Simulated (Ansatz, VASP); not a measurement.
HgTe, level by level in two programs

```
CELL_PARAMETERS angstrom
0.00000 3.17106 3.17106
3.17106 0.00000 3.17106
3.17106 3.17106 0.00000
ATOMIC_POSITIONS crystal
Hg 0.00000 0.00000 0.00000
Te 0.75000 0.75000 0.75000
```

Single points on this cell with VASP 6.6.1 and Ansatz 0.2.0. Each row is one pair of runs. Alike in all rows: spin: off; smearing: fermi-dirac, width 0.05 eV; VASP's potentials, cutoff: VASP PAW PBE potentials, release 64 (Hg, Te), 520 eV.

| level | k mesh | Ansatz's potentials, cutoff | gap on the k mesh at the Fermi level (eV), VASP | gap on the k mesh at the Fermi level (eV), Ansatz | pressure (GPa), VASP | pressure (GPa), Ansatz |
| --- | --- | --- | --- | --- | --- | --- |
| r2SCAN+D4 | 7 × 7 × 7 | Ansatz PAW, 500 eV | none | none | 5.1 | 5.0 |
| PBE+D3(BJ) | 7 × 7 × 7 | Ansatz PAW, 420 eV | none | none | 5.0 | 4.9 |
| BLYP | 7 × 7 × 7 | Ansatz PAW, 420 eV | none | none | 11.0 | 10.6 |
| r2SCAN | 6 × 6 × 6 | Ansatz PAW, 500 eV | none | none | 5.8 | 5.7 |
| PBEsol+D3(BJ) | 7 × 7 × 7 | Ansatz PAW, 420 eV | none | none | 2.3 | 2.2 |
| r2SCAN+D3(BJ) | 7 × 7 × 7 | Ansatz PAW, 500 eV | none | none | 4.9 | 4.7 |

Pressure (GPa): the two programs differ by at most 0.41.

VASP's potentials hold 18 valence electrons a cell and Ansatz's 36, so a difference there can come from the potentials and not from the codes.

A gap of «none» marks a metal or a gap that the smearing closes.

Spin-orbit coupling is off throughout.
